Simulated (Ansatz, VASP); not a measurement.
Zn: VASP beside Ansatz

```
Zn
1.0
     2.55234    0.00000    0.00000
    -1.27617    2.21039    0.00000
     0.00000    0.00000    4.84536
Zn
2
Direct
  0.33333 0.66667 0.75000
  0.66667 0.33333 0.25000
```

Alike in both runs: functional LDA; k mesh 18 × 18 × 10; occupations gaussian, width 0.05 eV; no spin polarisation.

Ansatz relaxed the structure, and its values are those at the end. VASP's run is a single point on that final structure, the one shown.

```csv
,VASP,Ansatz
version,VASP 6.6.1,Ansatz 0.2.0
potentials or method,"VASP PAW LDA potentials, release 64 (Zn), cutoff 520 eV","scalar-relativistic, plane waves, PAW"
valence electrons in the cell,24,24
```

|  | VASP | Ansatz | Ansatz less VASP |
| --- | --- | --- | --- |
| pressure (GPa) | 0.7 | 0.0 | -0.72 |

LDA's correlation is that of Perdew and Zunger in VASP and of Perdew and Wang (1992) in Ansatz.
